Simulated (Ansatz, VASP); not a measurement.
One calculation of Se, two programs

```xyz
3
Lattice="4.0373 0.0000 0.0000 -2.0187 3.4964 0.0000 0.0000 0.0000 5.1220" Properties=species:S:1:pos:R:3 pbc="T T T"
Se    1.0044    0.0000    4.2683
Se   -0.5022    0.8698    0.8537
Se    1.5165    2.6266    2.5610
```

Alike in both runs: functional PBEsol; k mesh 12 × 12 × 8; occupations gaussian, width 0.05 eV; no spin polarisation.

Ansatz relaxed the structure, and its values are those at the end. VASP's run is a single point on that final structure, the one shown.

|  | VASP | Ansatz |
| --- | --- | --- |
| version | VASP 6.6.1 | Ansatz 0.2.0 |
| potentials or method | VASP PAW PBE potentials, release 64 (Se), cutoff 520 eV | scalar-relativistic, plane waves, PAW |
| valence electrons in the cell | 18 | 48 |

```csv
,VASP,Ansatz,Ansatz less VASP
gap on the k mesh at the Fermi level (eV),0.44,0.45,+0.009
least direct gap on the mesh (eV),0.44,0.45,+0.009
pressure (GPa),0.2,0.0,-0.17
rms of the force components (eV/Å),0.018,0.000,-0.0177
```

VASP's potentials were made for PBE, not for PBEsol. VASP's potentials hold 18 valence electrons a cell and Ansatz's 48, so a difference there can come from the potentials and not from the codes.
